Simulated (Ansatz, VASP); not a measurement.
# CdS in VASP and in Ansatz

```
Cd S
1.0
     0.00000    2.72691    2.72691
     2.72691    0.00000    2.72691
     2.72691    2.72691    0.00000
Cd S
1 1
Direct
  0.99788 0.00212 0.01911
  0.50744 0.49256 0.43300
```

Change from the starting cell: mode 4 frozen in at -0.203 Å and mode 5 at -0.162 Å (largest displacements).

Alike in both runs: task single point; functional r2SCAN; k mesh 8 × 8 × 8; occupations gaussian, width 0.05 eV; no spin polarisation.

|  | VASP | Ansatz |
| --- | --- | --- |
| version | VASP 6.6.1 | Ansatz 0.2.0 |
| potentials or method | VASP PAW PBE potentials, release 64 (Cd, S), cutoff 520 eV | scalar-relativistic, plane waves, PAW |
| valence electrons in the cell | 18 | 26 |

Ansatz gave:

- gap on the k mesh at the Fermi level (eV): 0.97
- least direct gap on the mesh (eV): 2.20
- pressure (GPa): 3.3
- traceless stress, the component that is largest in VASP (GPa): -3.80
- rms of the force components (eV/Å): 0.449

Task: Which values does VASP return?

Result: gap on the k mesh at the Fermi level (eV): 0.94; least direct gap on the mesh (eV): 2.17; pressure (GPa): 3.8; traceless stress, the component that is largest in VASP (GPa): -3.89; rms of the force components (eV/Å): 0.465.

VASP's potentials were made for PBE, not for r2SCAN. Atom by atom the forces differ by 0.017 eV/Å (rms over components). VASP's potentials hold 18 valence electrons a cell and Ansatz's 26, so a difference there can come from the potentials and not from the codes.
